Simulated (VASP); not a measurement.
# BPt2 (P6_3/mmc) in VASP: a series of runs

Runs on BPt2. Level: LDA. Tasks: single point.

All numbers are computed with VASP 6.6.1; they aren't measurements. Logs are shortened: lines on timing, memory, paths and dates and some standing lists are left out, and cuts for length are marked.

### Step 1. The cell of the first run

The structure is hexagonal, space group P6_3/mmc (No. 194). Conventional cell: a = 2.967 Å, b = 2.967 Å, c = 10.494 Å, α = 90.00°, β = 90.00°, γ = 120.00°. Within 3.0 Å of B (site symmetry -6m2) lie 6 Pt at 2.21 Å and 6 B at 2.97 Å. Within 3.0 Å of Pt (site symmetry 3m) lie 3 B at 2.21 Å and 10 Pt at 2.81 to 2.98 Å.

### Step 2. Single point, LDA

INCAR

```
SYSTEM = BPt2
  PREC = Accurate
  ENCUT = 520
  EDIFF = 1E-6
  ISMEAR = 1
  SIGMA = 0.1
  LREAL = .FALSE.
  LASPH = .TRUE.
  NELM = 100
  ALGO = Normal
  ISIF = 2
  LWAVE = .FALSE.
  LCHARG = .FALSE.
  NBANDS = 32
```

KPOINTS

```
regular mesh
0
G
  9 9 3
  0 0 0
```

POSCAR

```
BPt2
1.0
    2.9668468401      0.0000000000      0.0000000000
   -1.4834234201      2.5693651560      0.0000000000
    0.0000000000      0.0000000000     10.4935107878
B Pt
2 4
Direct
    0.6666666667      0.3333333333      0.7500000000
    0.3333333333      0.6666666667      0.2500000000
    0.6666666667      0.3333333333      0.3837940000
    0.3333333333      0.6666666667      0.6162060000
    0.3333333333      0.6666666667      0.8837940000
    0.6666666667      0.3333333333      0.1162060000
```

Potentials or basis: VASP PAW LDA potentials, release 64 (B, Pt).

The run is started by

```bash
$ cat potpaw_LDA.64/B/POTCAR potpaw_LDA.64/Pt/POTCAR > POTCAR
$ mpirun -np 1 vasp_std > vasp.out
```

OUTCAR:

```text
SYSTEM = BPt2
   PREC = Accurate
   ENCUT = 520
   EDIFF = 1E-6
   ISMEAR = 1
   LREAL = .FALSE.
   LASPH = .TRUE.
   NELM = 100
   ISIF = 2

 ion  position               nearest neighbor table
   1  0.667  0.333  0.750-   4 2.21   5 2.21   4 2.21   5 2.21   4 2.21   5 2.21
   2  0.333  0.667  0.250-   3 2.21   6 2.21   3 2.21   6 2.21   3 2.21   6 2.21
   3  0.667  0.333  0.384-   2 2.21   2 2.21   2 2.21   6 2.81   4 2.98   4 2.98   4 2.98
   4  0.333  0.667  0.616-   1 2.21   1 2.21   1 2.21   5 2.81   3 2.98   3 2.98   3 2.98
   5  0.333  0.667  0.884-   1 2.21   1 2.21   1 2.21   4 2.81   6 2.98   6 2.98   6 2.98
   6  0.667  0.333  0.116-   2 2.21   2 2.21   2 2.21   3 2.81   5 2.98   5 2.98   5 2.98

  LATTYP: Found a hexagonal cell.
 ALAT       =     2.9668468401
 C/A-ratio  =     3.5369236612

  Lattice vectors:

 A1 = (   2.9668468401,   0.0000000000,   0.0000000000)
 A2 = (  -1.4834234201,   2.5693651560,   0.0000000000)
 A3 = (   0.0000000000,   0.0000000000,  10.4935107878)

Analysis of symmetry for initial positions (statically):
=====================================================================
 Subroutine PRICEL returns:
 Original cell was already a primitive cell.

 Routine SETGRP: Setting up the symmetry group for a
 hexagonal supercell.

 Subroutine GETGRP returns: Found 24 space group operations
 (whereof 12 operations were pure point group operations)
 out of a pool of 24 trial point group operations.

The static configuration has the point symmetry D_3d.
 The point group associated with its full space group is D_6h.

Analysis of symmetry for dynamics (positions and initial velocities):
=====================================================================
 Subroutine PRICEL returns:
 Original cell was already a primitive cell.

 Routine SETGRP: Setting up the symmetry group for a
 hexagonal supercell.

 Subroutine GETGRP returns: Found 24 space group operations
 (whereof 12 operations were pure point group operations)
 out of a pool of 24 trial point group operations.

The dynamic configuration has the point symmetry D_3d.
 The point group associated with its full space group is D_6h.

 Subroutine INISYM returns: Found 24 space group operations
 (whereof 12 operations are pure point group operations),
 and found     1 'primitive' translations

----------------------------------------------------------------------------------------

                                     Primitive cell

  volume of cell :      79.9911
[... 99 lines left out ...]
   NSW    =      0    number of steps for IOM
   IBRION =     -1    ionic relax: 0-MD 1-quasi-New 2-CG
   NFREE  =      0    steps in history (QN), initial steepest desc. (CG)
   ISIF   =      2    stress and relaxation
   ISYM   =      2    0-nonsym 1-usesym 2-fastsym
   POTIM  = 0.5000    time-step for ionic-motion
   TEBEG  =    0.0;   TEEND  =   0.0 temperature during run
   PSTRESS=    0.0 pullay stress
   NELECT =      46.0000    total number of electrons
   NUPDOWN=      -1.0000    fix difference up-down
   EMIN   =  10.00;   EMAX   =-10.00  energy-range for DOS
   EFERMI =   0.00;   METHOD = LEGACY
   ISMEAR =     1;   SIGMA  =   0.10  broadening in eV -4-tet -1-fermi 0-gaus
   EFERMI_NEDOS =   21; number of points for ismear=-14 and -15
   IALGO  =     38    algorithm
   IMIX   =      4    mixing-type and parameters
     AMIX     =   0.40;   BMIX     =  1.00
     AMIX_MAG =   1.60;   BMIX_MAG =  1.00
  volume/ion in A,a.u.               =      13.33        89.97
  Fermi-wavevector in a.u.,A,eV,Ry     =   1.361383  2.572640 25.216528  1.853362
  Thomas-Fermi vector in A             =   2.487963
   LORBIT       =      0    0 simple, 1 ext, 2 COOP (PROOUT), +10 PAW based schemes
   GGA     = CA    functional components
   LHFCALC =     F    Hartree Fock is set to
   AEXX    =    0.0000 exact exchange contribution
   IVDW    =     0    specifies the selected vdW correction
   LEPSILON=     F    determine dielectric tensor
   LRPA    =     F    only Hartree local field effects (RPA)
 non-spin polarized calculation
 Methfessel and Paxton  Order N= 1 SIGMA  =   0.10
  energy-cutoff  :      520.00
  volume of cell :       79.99
 maximum number of plane-waves:      2193
 NGX is ok and might be reduce to    24
   NGX = 11   NGY = 11   NGZ = 39

 number of electron      45.9999996 magnetization

 Free energy of the ion-electron system (eV)
  ---------------------------------------------------
  ext. energy  EPLUGINS =         0.00000000
  ---------------------------------------------------
  free energy    TOTEN  =       -45.75180698 eV

  energy without entropy =      -45.74765755  energy(sigma->0) =      -45.75042383

 E-fermi :   9.3799     XC(G=0): -12.9408

 val. band max:        9.3287746502   @ k =   0.3333   0.2222   0.3333
 cond. band min:       9.4037875507   @ k =   0.3333   0.1111   0.3333
 fundamental gap:      0.0750129004
 Fermi energy:         9.3799062528

 k-point     1 :       0.0000    0.0000    0.0000
  band No.  band energies     occupation
      1      -2.2050      2.00000
      2      -1.5273      2.00000
      3       0.8156      2.00000
      4       1.8727      2.00000
      5       3.7205      2.00000
      6       4.2870      2.00000
[... 829 lines left out ...]
     31      15.6684      0.00000
     32      16.8440      0.00000

------------------------ aborting loop because EDIFF is reached ----------------------------------------

  FORCE on cell =-STRESS in cart. coord.  units (eV):
  Direction    XX          YY          ZZ          XY          YZ          ZX
  --------------------------------------------------------------------------------------
  -------------------------------------------------------------------------------------
  Total       -8.5207445     -8.5207473     -9.2419614      0.0000000     -0.0000000      0.0000000
  in kB     -170.6657425   -170.6657987   -185.1113141      0.0000000     -0.0000000      0.0000000
  external PRESSURE =    -175.4809517 kB  Pullay stress =       0.0000000 kB

 VOLUME and BASIS-vectors are now :
 -----------------------------------------------------------------------------
  energy-cutoff  :      520.00
  volume of cell :       79.99
      direct lattice vectors                 reciprocal lattice vectors
     2.966846840  0.000000000  0.000000000     0.337058181  0.194600600  0.000000000
    -1.483423420  2.569365156  0.000000000     0.000000000  0.389201199  0.000000000
     0.000000000  0.000000000 10.493510788     0.000000000  0.000000000  0.095296991

 POSITION                                       TOTAL-FORCE (eV/Angst)
 -----------------------------------------------------------------------------------
      1.48342      0.85646      7.87013        -0.000000      0.000000     -0.000000
     -0.00000      1.71291      2.62338         0.000000     -0.000000     -0.000000
      1.48342      0.85646      4.02735        -0.000000     -0.000000     -0.342265
     -0.00000      1.71291      6.46616        -0.000000      0.000000      0.342265
     -0.00000      1.71291      9.27410         0.000000     -0.000000     -0.342265
      1.48342      0.85646      1.21941         0.000000      0.000000      0.342265
 -----------------------------------------------------------------------------------
    total drift:                                0.000000     -0.000000      0.000000

  FREE ENERGIE OF THE ION-ELECTRON SYSTEM (eV)
  ---------------------------------------------------
  free  energy   TOTEN  =       -45.7518069781 eV

  energy  without entropy=      -45.7476575466  energy(sigma->0) =      -45.75042383
```

OSZICAR:

```text
N       E                     dE             d eps       ncg     rms          rms(c)
DAV:   1     0.248464466371E+03    0.24846E+03   -0.23045E+04  1536   0.137E+03
DAV:   2    -0.407126401072E+02   -0.28918E+03   -0.26970E+03  1744   0.296E+02
DAV:   3    -0.498095039326E+02   -0.90969E+01   -0.88970E+01  1832   0.511E+01
DAV:   4    -0.499021439820E+02   -0.92640E-01   -0.92607E-01  1624   0.525E+00
DAV:   5    -0.499033396644E+02   -0.11957E-02   -0.11956E-02  1824   0.601E-01    0.286E+01
DAV:   6    -0.461803735891E+02    0.37230E+01   -0.16660E+01  1616   0.268E+01    0.109E+01
DAV:   7    -0.458380137667E+02    0.34236E+00   -0.24758E+00  1600   0.961E+00    0.677E+00
DAV:   8    -0.457578916166E+02    0.80122E-01   -0.15234E-01  1624   0.225E+00    0.993E-01
DAV:   9    -0.457517911065E+02    0.61005E-02   -0.26395E-02  1624   0.889E-01    0.199E-01
DAV:  10    -0.457518215171E+02   -0.30411E-04   -0.27196E-03  1704   0.305E-01    0.689E-02
DAV:  11    -0.457518139015E+02    0.76156E-05   -0.11213E-04  1744   0.647E-02    0.195E-02
DAV:  12    -0.457518069389E+02    0.69626E-05   -0.17465E-05  1704   0.255E-02    0.325E-03
DAV:  13    -0.457518069781E+02   -0.39199E-07   -0.19357E-06  1216   0.703E-03
   1 F= -.45751807E+02 E0= -.45750424E+02  d E =-.414943E-02
```

Run time: 78 s. Hardware: 1 thread of Intel Xeon 8259CL, shared host; peak memory 0.2 GiB.

Results:

| Quantity | Value |
| --- | --- |
| Free energy | -45.7518 eV |
| Pressure | -17.5 GPa |
| Largest force | 0.342 eV/Å |
| Band gap on the k mesh | zero (bands 23 and 24 overlap by 3.04 eV) |

Forces in eV/Å, atoms in the order of the input:
```
B    0.000  0.000  0.000
B    0.000  0.000  0.000
Pt   0.000  0.000 -0.342
Pt   0.000  0.000  0.342
Pt   0.000  0.000 -0.342
Pt   0.000  0.000  0.342
```

Caveat: the cell stands under tension; spin-orbit coupling is left out, which moves the levels of the heavy elements.

### Step 3. Single point, LDA

This run uses another cell than the first one, of 13.84 Å³/atom.

INCAR

```
PREC = Accurate
ENCUT = 520
EDIFF = 1E-6
ISMEAR = 1
SIGMA = 0.1
LREAL = F
LASPH = T
NELM = 80
ALGO = Normal
ISIF = 2
LWAVE = F
LCHARG = T
GGA = CA
LELF = T
LVHAR = T
NBANDS = 32
```

KPOINTS

```
Automatic mesh
0
Gamma
  9 9 3
```

POSCAR: that of step 2 with these lines changed.

```diff
@@ -2,5 +2,5 @@
 1.0
-    2.9668468401      0.0000000000      0.0000000000
-   -1.4834234201      2.5693651560      0.0000000000
-    0.0000000000      0.0000000000     10.4935107878
+    3.0044058506      0.0000000000      0.0000000000
+   -1.5022029253      2.6018922186      0.0000000000
+    0.0000000000      0.0000000000     10.6263541407
 B Pt
```

Potentials or basis: VASP PAW LDA potentials, release 64 (B, Pt).

The run is started by

```bash
$ cat potpaw_LDA.64/B/POTCAR potpaw_LDA.64/Pt/POTCAR > POTCAR
$ mpirun -np 1 vasp_std > vasp.out
```

OUTCAR:

```text
PREC = Accurate
   ENCUT = 520
   EDIFF = 1E-6
   ISMEAR = 1
   LREAL = F
   LASPH = T
   NELM = 80
   ISIF = 2
   GGA = CA

 ion  position               nearest neighbor table
   1  0.667  0.333  0.750-   4 2.24   5 2.24   4 2.24   5 2.24   4 2.24   5 2.24
   2  0.333  0.667  0.250-   3 2.24   6 2.24   3 2.24   6 2.24   3 2.24   6 2.24
   3  0.667  0.333  0.384-   2 2.24   2 2.24   2 2.24   6 2.84   4 3.02   4 3.02   4 3.02
   4  0.333  0.667  0.616-   1 2.24   1 2.24   1 2.24   5 2.84   3 3.02   3 3.02   3 3.02
   5  0.333  0.667  0.884-   1 2.24   1 2.24   1 2.24   4 2.84   6 3.02   6 3.02   6 3.02
   6  0.667  0.333  0.116-   2 2.24   2 2.24   2 2.24   3 2.84   5 3.02   5 3.02   5 3.02

  LATTYP: Found a hexagonal cell.
[... 1046 lines left out ...]
  Total      -12.1215943    -12.1215983    -13.6255608      0.0000000      0.0000000      0.0000000
  in kB     -233.7965735   -233.7966505   -262.8044897      0.0000000      0.0000000      0.0000000
  external PRESSURE =    -243.4659046 kB  Pullay stress =       0.0000000 kB

 VOLUME and BASIS-vectors are now :
 -----------------------------------------------------------------------------
  energy-cutoff  :      520.00
  volume of cell :       83.07
      direct lattice vectors                 reciprocal lattice vectors
     3.004405851  0.000000000  0.000000000     0.332844512  0.192167837  0.000000000
    -1.502202925  2.601892219  0.000000000     0.000000000  0.384335674  0.000000000
     0.000000000  0.000000000 10.626354141     0.000000000  0.000000000  0.094105653

 POSITION                                       TOTAL-FORCE (eV/Angst)
 -----------------------------------------------------------------------------------
      1.50220      0.86730      7.96977         0.000000      0.000000      0.000000
     -0.00000      1.73459      2.65659        -0.000000     -0.000000      0.000000
      1.50220      0.86730      4.07833         0.000000      0.000000     -0.665621
     -0.00000      1.73459      6.54802        -0.000000     -0.000000      0.665621
     -0.00000      1.73459      9.39151         0.000000     -0.000000     -0.665621
      1.50220      0.86730      1.23485         0.000000      0.000000      0.665621
 -----------------------------------------------------------------------------------
    total drift:                               -0.000000      0.000000     -0.000000

  FREE ENERGIE OF THE ION-ELECTRON SYSTEM (eV)
  ---------------------------------------------------
  free  energy   TOTEN  =       -45.3490853025 eV

  energy  without entropy=      -45.3453629787  energy(sigma->0) =      -45.34784453
```

OSZICAR:

```text
N       E                     dE             d eps       ncg     rms          rms(c)
DAV:   1     0.246093316895E+03    0.24609E+03   -0.22826E+04  1536   0.137E+03
DAV:   2    -0.398553225861E+02   -0.28595E+03   -0.26619E+03  1744   0.293E+02
DAV:   3    -0.491980879804E+02   -0.93428E+01   -0.91142E+01  1816   0.511E+01
DAV:   4    -0.492987655907E+02   -0.10068E+00   -0.10054E+00  1632   0.538E+00
DAV:   5    -0.493000717987E+02   -0.13062E-02   -0.13057E-02  1800   0.624E-01    0.260E+01
DAV:   6    -0.458037601966E+02    0.34963E+01   -0.16356E+01  1616   0.264E+01    0.101E+01
DAV:   7    -0.454283257862E+02    0.37543E+00   -0.23947E+00  1600   0.954E+00    0.623E+00
DAV:   8    -0.453553315611E+02    0.72994E-01   -0.15949E-01  1640   0.221E+00    0.988E-01
DAV:   9    -0.453490504572E+02    0.62811E-02   -0.23632E-02  1632   0.856E-01    0.191E-01
DAV:  10    -0.453491001479E+02   -0.49691E-04   -0.28149E-03  1712   0.302E-01    0.614E-02
DAV:  11    -0.453490928605E+02    0.72874E-05   -0.11303E-04  1760   0.664E-02    0.191E-02
DAV:  12    -0.453490852423E+02    0.76182E-05   -0.19148E-05  1704   0.272E-02    0.301E-03
DAV:  13    -0.453490853025E+02   -0.60200E-07   -0.16258E-06  1256   0.620E-03
   1 F= -.45349085E+02 E0= -.45347845E+02  d E =-.372232E-02
```

It took 73 s on 1 thread of Intel Xeon 8259CL, shared host; peak memory 0.2 GiB.

Results:

| Quantity | Value |
| --- | --- |
| Free energy | -45.3491 eV |
| Pressure | -24.3 GPa |
| Largest force | 0.666 eV/Å |
| Band gap on the k mesh | zero (bands 23 and 24 overlap by 2.97 eV) |

Forces on the atoms (eV/Å):
```
B    0.000  0.000  0.000
B    0.000  0.000  0.000
Pt   0.000  0.000 -0.666
Pt   0.000  0.000  0.666
Pt   0.000  0.000 -0.666
Pt   0.000  0.000  0.666
```

Levels at points of the mesh, in eV from the Fermi level:
```
           k point  band 21  band 22  band 23  band 24  band 25  band 26
(0.00, 0.00, 0.00)    -1.89    -1.89    -1.09    -1.09     0.16     2.22
```

Caveat: the cell stands under tension; spin-orbit coupling is left out, which moves the levels of the heavy elements.

### Step 4. Single point, LDA

This run uses another cell than the first one, of 14.36 Å³/atom.

INCAR

```
SYSTEM = BPt2
ALGO = Normal
EDIFF = 1E-6
ENCUT = 520
ISIF = 2
ISMEAR = 1
LASPH = .TRUE.
LCHARG = .TRUE.
LELF = .TRUE.
LREAL = .FALSE.
LVHAR = .TRUE.
LWAVE = .FALSE.
NBANDS = 32
NELM = 60
PREC = Accurate
SIGMA = 0.1
```

KPOINTS

```
k-points
0
G
  9 9 3
  0 0 0
```

POSCAR: that of step 3 with these lines changed.

```diff
@@ -2,5 +2,5 @@
 1.0
-    3.0044058506      0.0000000000      0.0000000000
-   -1.5022029253      2.6018922186      0.0000000000
-    0.0000000000      0.0000000000     10.6263541407
+    3.0410485577      0.0000000000      0.0000000000
+   -1.5205242788      2.6336257390      0.0000000000
+    0.0000000000      0.0000000000     10.7559565983
 B Pt
```

The run is started by

```bash
$ cat potpaw_LDA.64/B/POTCAR potpaw_LDA.64/Pt/POTCAR > POTCAR
$ mpirun -np 1 vasp_std > vasp.out
```

It took 82 s on 1 thread of Intel Xeon 8259CL, shared host; peak memory 0.2 GiB.

It converged, with:

```
Free energy            : -44.8310 eV
Pressure               : -29.6 GPa
Largest force          : 0.949 eV/Å
Band gap on the k mesh : zero (bands 23 and 24 overlap by 2.86 eV)
```

Forces in eV/Å, atoms in the order of the input:
```
B    0.000  0.000  0.000
B    0.000  0.000  0.000
Pt   0.000  0.000 -0.949
Pt   0.000  0.000  0.949
Pt   0.000  0.000 -0.949
Pt   0.000  0.000  0.949
```

Stress tensor (GPa, compression positive):
```
-28.25   0.00   0.00
  0.00 -28.25   0.00
  0.00   0.00 -32.32
```

Levels at points of the mesh, in eV from the Fermi level:
| k point | band 21 | band 22 | band 23 | band 24 | band 25 | band 26 |
| --- | --- | --- | --- | --- | --- | --- |
| (0.00, 0.00, 0.00) | -1.81 | -1.81 | -1.05 | -1.05 | 0.15 | 2.23 |

Caveat: the cell stands under tension; spin-orbit coupling is left out, which moves the levels of the heavy elements.

### Step 5. The runs side by side

| cell | gap on the mesh (eV) | pressure (GPa) | largest force (eV/Å) |
| --- | --- | --- | --- |
| a = 2.967, b = 2.967, c = 10.494 Å, angles 90.0, 90.0, 120.0°, 6 atoms | none | -17.5 | 0.34 |
| a = 3.004, b = 3.004, c = 10.626 Å, angles 90.0, 90.0, 120.0°, 6 atoms | none | -24.3 | 0.67 |
| a = 3.041, b = 3.041, c = 10.756 Å, angles 90.0, 90.0, 120.0°, 6 atoms | none | -29.6 | 0.95 |

Alike in all rows: task single point; level LDA; potentials or basis VASP PAW LDA potentials, release 64 (B, Pt); no spin polarisation; k mesh 9 × 9 × 3; cutoff (eV) 520; smearing methfessel-paxton 0.1 eV.

Caveats: the cell stands under tension; spin-orbit coupling is left out, which moves the levels of the heavy elements.

Absolute energies hang on the potentials; compare differences alone.
